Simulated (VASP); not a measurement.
# B2I3 (R-3c) in VASP: further runs

The runs below take B2I3 through single point, relaxation of cell and atoms, with PBE.

Everything below comes from runs of VASP 6.6.1. Logs are shortened: lines on timing, memory, paths and dates and some standing lists are left out, and cuts for length are marked.

## Step 1: The cell of the first run

The structure is trigonal, space group R-3c (No. 167). Conventional cell: a = 6.879 Å, b = 6.879 Å, c = 23.846 Å, α = 90.00°, β = 90.00°, γ = 120.00°. Within 3.1 Å of B (site symmetry 3) lie 3 I at 2.38 Å. I (site symmetry 2) has 2 B at 2.38 Å within 3.1 Å.

## Step 2: Single point, PBE

File INCAR:

```
  ALGO = Normal
  EDIFF = 1E-6
  ENCUT = 520
  GGA = PE
  ISIF = 2
  ISMEAR = 0
  LASPH = T
  LCHARG = F
  LREAL = F
  LWAVE = F
  NBANDS = 38
  NELM = 80
  PREC = Accurate
  SIGMA = 0.1
```

File KPOINTS:

```
k-points
0
Gamma
  3 3 3
```

File POSCAR:

```
B2I3
1.0
    3.4393633524      1.9857173573      7.9485709569
   -3.4393633524      1.9857173573      7.9485709569
    0.0000000000     -3.9714347147      7.9485709568
B I
4 6
Direct
    0.8797082837      0.8797082837      0.8797082837
    0.6202917163      0.6202917163      0.6202917163
    0.1202917163      0.1202917163      0.1202917163
    0.3797082837      0.3797082837      0.3797082837
    0.1086161555      0.3913838445      0.7500000000
    0.7500000000      0.1086161555      0.3913838445
    0.3913838445      0.7500000000      0.1086161555
    0.8913838445      0.6086161555      0.2500000000
    0.2500000000      0.8913838445      0.6086161555
    0.6086161555      0.2500000000      0.8913838445
```

Potentials or basis: VASP PAW PBE potentials, release 64 (B, I).

Run with:

```sh
cat potpaw_PBE.64/B/POTCAR potpaw_PBE.64/I/POTCAR > POTCAR
mpirun -np 1 vasp_std > vasp.out
```

OUTCAR:

```text
EDIFF = 1E-6
   ENCUT = 520
   GGA = PE
   ISIF = 2
   ISMEAR = 0
   LASPH = T
   LREAL = F
   NELM = 80
   PREC = Accurate

 ion  position               nearest neighbor table
   1  0.880  0.880  0.880-   8 2.38   9 2.38  10 2.38
   2  0.620  0.620  0.620-   8 2.38  10 2.38   9 2.38
   3  0.120  0.120  0.120-   5 2.38   6 2.38   7 2.38
   4  0.380  0.380  0.380-   5 2.38   7 2.38   6 2.38
   5  0.109  0.391  0.750-   3 2.38   4 2.38
   6  0.750  0.109  0.391-   3 2.38   4 2.38
   7  0.391  0.750  0.109-   4 2.38   3 2.38
   8  0.891  0.609  0.250-   1 2.38   2 2.38
   9  0.250  0.891  0.609-   1 2.38   2 2.38
  10  0.609  0.250  0.891-   2 2.38   1 2.38

  LATTYP: Found a trigonal (rhomboedric) cell.
 ALAT       =     8.8854979573
 COS(alpha) =     0.7003442803

  Lattice vectors:

 A1 = (   3.4393633524,   1.9857173573,   7.9485709569)
 A2 = (  -3.4393633524,   1.9857173573,   7.9485709569)
 A3 = (   0.0000000000,  -3.9714347147,   7.9485709568)

Analysis of symmetry for initial positions (statically):
=====================================================================
 Subroutine PRICEL returns:
 Original cell was already a primitive cell.

 Routine SETGRP: Setting up the symmetry group for a
 trigonal (rhombohedral) supercell.

 Subroutine GETGRP returns: Found 12 space group operations
 (whereof  6 operations were pure point group operations)
 out of a pool of 12 trial point group operations.

The static configuration has the point symmetry S_6 .
 The point group associated with its full space group is D_3d.

Analysis of symmetry for dynamics (positions and initial velocities):
=====================================================================
 Subroutine PRICEL returns:
 Original cell was already a primitive cell.

 Routine SETGRP: Setting up the symmetry group for a
 trigonal (rhombohedral) supercell.

 Subroutine GETGRP returns: Found 12 space group operations
 (whereof  6 operations were pure point group operations)
 out of a pool of 12 trial point group operations.

The dynamic configuration has the point symmetry S_6 .
 The point group associated with its full space group is D_3d.

 Subroutine INISYM returns: Found 12 space group operations
 (whereof  6 operations are pure point group operations),
 and found     1 'primitive' translations

----------------------------------------------------------------------------------------

                                     Primitive cell

  volume of cell :     325.7135

  direct lattice vectors                    reciprocal lattice vectors
     3.439363352  1.985717357  7.948570957     0.145375742  0.083932724  0.041936259
    -3.439363352  1.985717357  7.948570957    -0.145375742  0.083932724  0.041936259
     0.000000000 -3.971434715  7.948570957     0.000000000 -0.167865448  0.041936259

  length of vectors
     8.885497957  8.885497957  8.885497957     0.173024445  0.173024445  0.173024445

  position of ions in fractional coordinates (direct lattice)
     0.879708284  0.879708284  0.879708284
     0.620291716  0.620291716  0.620291716
     0.120291716  0.120291716  0.120291716
     0.379708284  0.379708284  0.379708284
     0.108616156  0.391383844  0.750000000
     0.750000000  0.108616156  0.391383844
     0.391383844  0.750000000  0.108616156
     0.891383844  0.608616156  0.250000000
     0.250000000  0.891383844  0.608616156
     0.608616156  0.250000000  0.891383844

  ion indices of the primitive-cell ions
   primitive index   ion index
                 1           1
                 2           2
                 3           3
                 4           4
                 5           5
                 6           6
                 7           7
                 8           8
                 9           9
                10          10

----------------------------------------------------------------------------------------

 KPOINTS: k-points

Automatic generation of k-mesh.
 Grid dimensions read from file:
 generate k-points for:    3    3    3

 Generating k-lattice:

  Cartesian coordinates                     Fractional coordinates (reciprocal lattice)
     0.048458581  0.027977575  0.013978753     0.333333333  0.000000000  0.000000000
    -0.048458581  0.027977575  0.013978753     0.000000000  0.333333333  0.000000000
     0.000000000 -0.055955149  0.013978753     0.000000000  0.000000000  0.333333333

  Length of vectors
     0.057674815  0.057674815  0.057674815

  Shift w.r.t. Gamma in fractional coordinates (k-lattice)
     0.000000000  0.000000000  0.000000000

 Subroutine IBZKPT returns following result:
 ===========================================

 Found      6 irreducible k-points:

 Following reciprocal coordinates:
            Coordinates               Weight
  0.000000  0.000000  0.000000      1.000000
  0.333333 -0.000000  0.000000      6.000000
  0.333333  0.333333  0.000000      6.000000
 -0.333333  0.333333  0.000000      6.000000
[... 48 lines left out ...]
   IVDW    =     0    specifies the selected vdW correction
   LEPSILON=     F    determine dielectric tensor
   LRPA    =     F    only Hartree local field effects (RPA)
 non-spin polarized calculation
 Gauss-broadening in eV      SIGMA  =   0.10
  energy-cutoff  :      520.00
  volume of cell :      325.71
 maximum number of plane-waves:      8837
 NGX is ok and might be reduce to    70
   NGX = 33   NGY = 33   NGZ = 33

 number of electron      54.0000001 magnetization

 Free energy of the ion-electron system (eV)
  ---------------------------------------------------
  ext. energy  EPLUGINS =         0.00000000
  ---------------------------------------------------
  free energy    TOTEN  =       -25.34452454 eV

  energy without entropy =      -25.32619190  energy(sigma->0) =      -25.33535822

 E-fermi :   3.2683     XC(G=0):  -7.9606

 val. band max:        3.2514890328   @ k =  -0.3333   0.3333   0.3333
 cond. band min:       3.4485471604   @ k =   0.0000   0.0000   0.0000
 fundamental gap:      0.1970581276
 Fermi energy:         3.2683187423

 k-point     1 :       0.0000    0.0000    0.0000
  band No.  band energies     occupation
      1     -11.3321      2.00000
      2     -11.1214      2.00000
      3     -10.1412      2.00000
      4     -10.1412      2.00000
      5     -10.1305      2.00000
      6     -10.1305      2.00000
[... 30 lines left out ...]
     37       7.3451      0.00000
     38       7.7786      0.00000

 k-point     2 :       0.3333   -0.0000    0.0000
  band No.  band energies     occupation
      1     -11.0986      2.00000
      2     -10.9387      2.00000
      3     -10.4495      2.00000
      4     -10.3861      2.00000
      5     -10.1848      2.00000
      6     -10.1795      2.00000
[... 30 lines left out ...]
     37       7.2842      0.00000
     38       7.6349      0.00000

 k-point     3 :       0.3333    0.3333    0.0000
  band No.  band energies     occupation
      1     -11.0854      2.00000
      2     -10.9511      2.00000
      3     -10.4319      2.00000
      4     -10.4042      2.00000
      5     -10.2154      2.00000
      6     -10.1518      2.00000
[... 30 lines left out ...]
     37       7.3087      0.00000
     38       7.5931      0.00000

 k-point     4 :      -0.3333    0.3333    0.0000
  band No.  band energies     occupation
      1     -10.7565      2.00000
      2     -10.7518      2.00000
      3     -10.6916      2.00000
      4     -10.6860      2.00000
      5     -10.2386      2.00000
      6     -10.2376      2.00000
[... 30 lines left out ...]
     37       7.2223      0.00000
     38       7.3463      0.00000

 k-point     5 :       0.3333    0.3333    0.3333
  band No.  band energies     occupation
      1     -11.2817      2.00000
      2     -11.1765      2.00000
      3     -10.1387      2.00000
      4     -10.1387      2.00000
      5     -10.1333      2.00000
      6     -10.1333      2.00000
[... 30 lines left out ...]
     37       7.8766      0.00000
     38       7.9093      0.00000

 k-point     6 :      -0.3333    0.3333    0.3333
  band No.  band energies     occupation
      1     -11.0323      2.00000
      2     -11.0063      2.00000
      3     -10.4642      2.00000
      4     -10.3723      2.00000
      5     -10.2122      2.00000
      6     -10.1540      2.00000
[... 30 lines left out ...]
     37       7.4083      0.00000
     38       7.5064      0.00000

------------------------ aborting loop because EDIFF is reached ----------------------------------------

  FORCE on cell =-STRESS in cart. coord.  units (eV):
  Direction    XX          YY          ZZ          XY          YZ          ZX
  --------------------------------------------------------------------------------------
  -------------------------------------------------------------------------------------
  Total       -0.0968709     -0.0968709      0.0419416      0.0000000     -0.0000000     -0.0000000
  in kB       -0.4765059     -0.4765059      0.2063098      0.0000000     -0.0000000     -0.0000000
  external PRESSURE =      -0.2489007 kB  Pullay stress =       0.0000000 kB

 VOLUME and BASIS-vectors are now :
 -----------------------------------------------------------------------------
  energy-cutoff  :      520.00
  volume of cell :      325.71
      direct lattice vectors                 reciprocal lattice vectors
     3.439363352  1.985717357  7.948570957     0.145375742  0.083932724  0.041936259
    -3.439363352  1.985717357  7.948570957    -0.145375742  0.083932724  0.041936259
     0.000000000 -3.971434715  7.948570957     0.000000000 -0.167865448  0.041936259

 POSITION                                       TOTAL-FORCE (eV/Angst)
 -----------------------------------------------------------------------------------
      0.00000     -0.00000     20.97727         0.000000     -0.000000      0.001520
      0.00000     -0.00000     14.79130         0.000000      0.000000     -0.001520
      0.00000     -0.00000      2.86844         0.000000      0.000000     -0.001520
      0.00000     -0.00000      9.05441         0.000000     -0.000000      0.001520
     -0.97254     -1.98572      9.93571         0.001606      0.000000      0.000000
      2.20595      0.15061      9.93571        -0.000803      0.001391      0.000000
     -1.23341      1.83510      9.93571        -0.000803     -0.001391     -0.000000
      0.97254      1.98572     13.91000        -0.001606     -0.000000      0.000000
     -2.20595     -0.15061     13.91000         0.000803     -0.001391     -0.000000
      1.23341     -1.83510     13.91000         0.000803      0.001391      0.000000
 -----------------------------------------------------------------------------------
    total drift:                               -0.000000      0.000000     -0.000000

  FREE ENERGIE OF THE ION-ELECTRON SYSTEM (eV)
  ---------------------------------------------------
  free  energy   TOTEN  =       -25.3445245366 eV

  energy  without entropy=      -25.3261918982  energy(sigma->0) =      -25.33535822
```

It took 5.9 min on 1 thread of Intel Xeon 8259CL, shared host; peak memory 0.69 GiB.

What came out:

- Free energy: -25.3445 eV
- Pressure: 0.0 GPa
- Band gap on the k mesh: zero (bands 27 and 28 overlap by 0.74 eV)

Caveat: the k points lie up to 0.36 Å⁻¹ apart, too coarse for converged energies and pressures of a metal; spin-orbit coupling is left out, which moves the levels of the heavy elements.

## Step 3: Relaxation of cell and atoms, PBE

This run uses another cell than the first one, of 28.60 Å³/atom.

File INCAR:

```
SYSTEM = B2I3
PREC = Accurate
ENCUT = 600
EDIFF = 1E-6
ISMEAR = 0
SIGMA = 0.1
LREAL = .FALSE.
LASPH = .TRUE.
NELM = 80
ALGO = Normal
ISIF = 3
LWAVE = .FALSE.
LCHARG = .FALSE.
GGA = PE
IBRION = 2
NSW = 90
EDIFFG = -0.04
```

File KPOINTS:

```
Automatic mesh
0
G
  3 3 3
  0 0 0
```

File POSCAR:

```
B2I3
1.0
    3.5662626668      2.0589827106      6.4911336013
   -3.5662626668      2.0589827106      6.4911336013
    0.0000000000     -4.1179654214      6.4911336013
B I
4 6
Direct
    0.8521800000      0.8521800000      0.8521800000
    0.6478200000      0.6478200000      0.6478200000
    0.1478200000      0.1478200000      0.1478200000
    0.3521800000      0.3521800000      0.3521800000
    0.0562500000      0.4437500000      0.7500000000
    0.7500000000      0.0562500000      0.4437500000
    0.4437500000      0.7500000000      0.0562500000
    0.9437500000      0.5562500000      0.2500000000
    0.2500000000      0.9437500000      0.5562500000
    0.5562500000      0.2500000000      0.9437500000
```

Potentials or basis: VASP PAW PBE potentials, release 64 (B, I).

Run with:

```sh
cat potpaw_PBE.64/B/POTCAR potpaw_PBE.64/I/POTCAR > POTCAR
mpirun -np 1 vasp_std > vasp.out
```

Run time: 54 min. Hardware: 1 thread of Intel Xeon 8259CL, shared host; peak memory 0.63 GiB.

It converged, with:

- Free energy: -25.3405 eV
- Relaxed volume: 33.05 Å³/atom
- Relaxed cell: a = 8.950 Å, b = 8.950 Å, c = 8.950 Å, α = 45.35°, β = 45.35°, γ = 45.35°
- Space group after relaxing (to 0.1 Å): R-3c (No. 167)
- Energy gained by relaxing: 219.5 meV/atom
- Ionic steps: 21
- Pressure after relaxing: 0.1 GPa
- Largest force after relaxing: 0.033 eV/Å
- Band gap on the k mesh: zero (bands 27 and 28 overlap by 0.80 eV)

Forces in eV/Å, atoms in the order of the input:
```
B    0.000  0.000 -0.031
B    0.000  0.000  0.031
B    0.000  0.000  0.031
B    0.000  0.000 -0.031
I   -0.033  0.000  0.000
I    0.016 -0.028  0.000
I    0.016  0.028  0.000
I    0.033  0.000  0.000
I   -0.016  0.028  0.000
I   -0.016 -0.028  0.000
```

The path:
| step | energy change (eV) | largest force (eV/Å) | pressure (GPa) | volume (Å³) |
| --- | --- | --- | --- | --- |
| 1 | 0.0000 | 0.4438 | -3.26 | 285.98 |
| 2 | -0.4652 | 0.5741 | -1.43 | 262.55 |
| 3 | -0.6081 | 0.6523 | 0.75 | 245.12 |
| 4 | -0.8197 | 0.5859 | 0.98 | 243.47 |
| 5 | -1.0841 | 0.5009 | 2.78 | 237.98 |
| 6 | -1.0977 | 0.4876 | 2.22 | 239.22 |
| 7 | -1.2970 | 0.6166 | 0.72 | 250.90 |
| 8 | -1.4437 | 0.8453 | -1.15 | 275.87 |
| 9 | -1.6524 | 0.7471 | -0.62 | 279.58 |
| 10 | -1.9951 | 0.2600 | 1.51 | 290.89 |
| 11 | -2.1023 | 0.1002 | 0.55 | 313.22 |
| 12 | -2.1042 | 0.1065 | 0.40 | 317.55 |
| 13 | -2.1250 | 0.0354 | 0.06 | 320.95 |
| 14 | -2.1298 | 0.1027 | -0.21 | 323.52 |
| 15 | -2.1452 | 0.1069 | 0.01 | 322.70 |
| 16 | -2.1481 | 0.1101 | 0.16 | 322.11 |
| 17 | -2.1596 | 0.1186 | 0.05 | 324.56 |
| 18 | -2.1797 | 0.1422 | -0.24 | 331.82 |
| 19 | -2.1899 | 0.0562 | 0.06 | 329.82 |
| 20 | -2.1907 | 0.0705 | 0.17 | 329.07 |
| 21 | -2.1954 | 0.0328 | 0.07 | 330.47 |

Final structure:
```yaml
crystal:
  lattice:
    - [3.45010, 1.99191, 8.01446]
    - [-3.45010, 1.99191, 8.01446]
    - [0.00000, -3.98383, 8.01446]
  atoms:
    - { symbol: B, position: [0.88031, 0.88031, 0.88031] }
    - { symbol: B, position: [0.61969, 0.61969, 0.61969] }
    - { symbol: B, position: [0.11969, 0.11969, 0.11969] }
    - { symbol: B, position: [0.38031, 0.38031, 0.38031] }
    - { symbol: I, position: [0.11173, 0.38827, 0.75000] }
    - { symbol: I, position: [0.75000, 0.11173, 0.38827] }
    - { symbol: I, position: [0.38827, 0.75000, 0.11173] }
    - { symbol: I, position: [0.88827, 0.61173, 0.25000] }
    - { symbol: I, position: [0.25000, 0.88827, 0.61173] }
    - { symbol: I, position: [0.61173, 0.25000, 0.88827] }
```

Levels at points of the mesh, in eV from the Fermi level:
| k point | band 24 | band 25 | band 26 | band 27 | band 28 | band 29 | band 30 | band 31 |
| --- | --- | --- | --- | --- | --- | --- | --- | --- |
| (0.00, 0.00, 0.00) | -2.02 | -2.02 | -0.82 | 0.24 | 0.93 | 1.13 | 1.13 | 1.51 |

Caveat: the volume moved by over 15 % at a fixed basis, so the end points are rough; spin-orbit coupling is left out, which moves the levels of the heavy elements.

## Step 4: Single point, PBE

This run uses another cell than the first one, of 34.50 Å³/atom.

File INCAR:

```
SYSTEM = B2I3
PREC     = Accurate       ! precision mode
ENCUT    = 520            ! plane-wave cutoff, eV
EDIFF    = 1E-7           ! SCF threshold, eV
ISMEAR   = 0              ! smearing method
SIGMA    = 0.1            ! smearing width, eV
LREAL    = .False.        ! projectors in reciprocal space
LASPH    = .True.         ! aspherical terms in the spheres
NELM     = 100            ! most SCF steps
ALGO     = Normal         ! electronic algorithm
ISIF     = 2              ! what is computed and relaxed
LWAVE    = .False.        ! write WAVECAR
LCHARG   = .False.        ! write CHGCAR
GGA      = PE             ! functional
NBANDS   = 38             ! bands
```

File KPOINTS:

```
Automatic mesh
0
Gamma
  6 6 6
  0 0 0
```

File POSCAR:

```
B2I3
1.0
    3.4862583848      2.0127922169      8.1933745673
   -3.4862583848      2.0127922169      8.1933745673
    0.0000000000     -4.0255844339      8.1933745673
B I
4 6
Direct
    0.3816551530      0.3816551530      0.3816551530
    0.1183448470      0.1183448470      0.1183448470
    0.6183448470      0.6183448470      0.6183448470
    0.8816551530      0.8816551530      0.8816551530
    0.6157997127      0.8842002873      0.2500000000
    0.2500000000      0.6157997127      0.8842002873
    0.8842002873      0.2500000000      0.6157997127
    0.3842002873      0.1157997127      0.7500000000
    0.7500000000      0.3842002873      0.1157997127
    0.1157997127      0.7500000000      0.3842002873
```

Run with:

```sh
cat potpaw_PBE.64/B/POTCAR potpaw_PBE.64/I/POTCAR > POTCAR
mpirun -np 1 vasp_std > vasp.out
```

It took 22 min on 1 thread of Intel Xeon 8259CL, shared host; peak memory 0.88 GiB.

Results (log left out):

```yaml
Free_energy: -25.3334 eV
Pressure: 0.0 GPa
Largest_force: 0.006 eV/Å
Band_gap_on_the_k_mesh: zero (bands 27 and 28 overlap by 1.04 eV)
```

Forces in eV/Å, atoms in the order of the input:
```
B    0.000  0.000  0.004
B    0.000  0.000 -0.004
B    0.000  0.000 -0.004
B    0.000  0.000  0.004
I    0.006  0.000  0.000
I   -0.003  0.005  0.000
I   -0.003 -0.005  0.000
I   -0.006  0.000  0.000
I    0.003 -0.005  0.000
I    0.003  0.005  0.000
```

Levels at points of the mesh, in eV from the Fermi level:
```tsv
k point	band 23	band 24	band 25	band 26	band 27	band 28	band 29	band 30
(0.00, 0.00, 0.00)	-1.99	-1.99	-1.98	-0.82	0.44	0.98	1.23	1.23
(0.50, 0.00, 0.00)	-2.41	-2.41	-0.76	-0.76	-0.15	-0.15	1.24	1.24
(0.50, 0.50, 0.00)	-2.62	-2.30	-0.85	-0.53	-0.15	-0.11	1.28	1.45
(0.50, 0.50, 0.50)	-2.06	-2.06	-1.39	-1.39	0.68	0.68	1.46	1.46
```

Caveat: spin-orbit coupling is left out, which moves the levels of the heavy elements.

## Step 5: Summary

| task | cell | k mesh | cutoff (eV) | gap on the mesh (eV) | pressure (GPa) | largest force (eV/Å) |
| --- | --- | --- | --- | --- | --- | --- |
| single point | a = 8.885 Å, angles 45.5°, 10 atoms, atomic positions A | 3 × 3 × 3 | 520 | none | 0.0 | - |
| relaxation of cell and atoms | relaxed from a = 7.687 Å, angles 55.3°, 10 atoms, atomic positions B | 3 × 3 × 3 | 600 | none | 0.1 | 0.03 |
| single point | a = 9.129 Å, angles 44.9°, 10 atoms, atomic positions C | 6 × 6 × 6 | 520 | none | 0.0 | 0.01 |

Alike in all rows: level PBE; potentials or basis VASP PAW PBE potentials, release 64 (B, I); no spin polarisation; smearing gaussian 0.1 eV.

Caveats: some runs use coarse meshes; spin-orbit coupling is left out, which moves the levels of the heavy elements; the volume moved by over 15 % at a fixed basis, so the end points are rough (at least some runs).

Absolute energies hang on the potentials; compare differences alone.

The gap in the log of VASP goes by the Fermi energy; the results here count the filled bands.